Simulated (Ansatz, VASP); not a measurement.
# One calculation of HfN, two programs

```
Hf N
1.0
     3.11601    0.00000    0.00000
    -1.55800    2.69854    0.00000
     0.00000    0.00000    5.63817
Hf N
2 2
Direct
  0.00000 0.00000 0.00000
  0.00000 0.00000 0.50000
  0.33333 0.66667 0.25000
  0.66667 0.33333 0.75000
```

Alike in both runs: functional PBEsol; k mesh 12 × 12 × 9; occupations gaussian, width 0.1 eV; no spin polarisation.

Ansatz relaxed the structure, and its values are those at the end. VASP's run is a single point on that final structure, the one shown.

```csv
,VASP,Ansatz
version,VASP 6.6.1,Ansatz 0.2.0
potentials or method,"VASP PAW PBE potentials, release 64 (Hf_pv, N), cutoff 520 eV","scalar-relativistic, plane waves, PAW"
valence electrons in the cell,30,62
```

|  | VASP | Ansatz | Ansatz less VASP |
| --- | --- | --- | --- |
| gap on the k mesh at the Fermi level (eV) | none | none | - |
| pressure (GPa) | -1.9 | 0.0 | +1.93 |

VASP's potentials were made for PBE, not for PBEsol. A gap of «none» marks a metal or a gap that the smearing closes. VASP's potentials hold 30 valence electrons a cell and Ansatz's 62, so a difference there can come from the potentials and not from the codes.

Neither program's run includes spin-orbit coupling.
